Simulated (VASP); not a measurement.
Input of a VASP 6.6.1 run:

INCAR

```
PREC = Accurate
ENCUT = 600
EDIFF = 1E-6
ISMEAR = 1
SIGMA = 0.1
LREAL = False
LASPH = True
NELM = 60
ALGO = Normal
ISIF = 3
LWAVE = False
LCHARG = False
GGA = PE
IBRION = 2
NSW = 60
EDIFFG = -0.005
```

KPOINTS

```
regular mesh
0
Gamma
  24 24 24
```

POSCAR

```
Pd
1.0
    0.0000000000      1.9450000000      1.9450000000
    1.9450000000      0.0000000000      1.9450000000
    1.9450000000      1.9450000000      0.0000000000
Pd
1
Direct
    0.0000000000      0.0000000000      0.0000000000
```

Potentials or basis: VASP PAW PBE potentials, release 64 (Pd).

Launch:

```bash
$ cat potpaw_PBE.64/Pd/POTCAR > POTCAR
$ mpirun -np 1 vasp_std > vasp.out
```

(1) Predict the relaxed volume.

(2) Predict the space group after relaxing (to 0.1 Å).

(3) What does it give for the band gap on the k mesh?

(4) Estimate the relaxed cell.

## Answers

(1) 15.28 Å³/atom.

(2) Fm-3m (No. 225).

(3) zero (bands 5 and 6 overlap by 1.49 eV).

(4) a = 2.785 Å, b = 2.785 Å, c = 2.785 Å, α = 60.00°, β = 60.00°, γ = 60.00°.
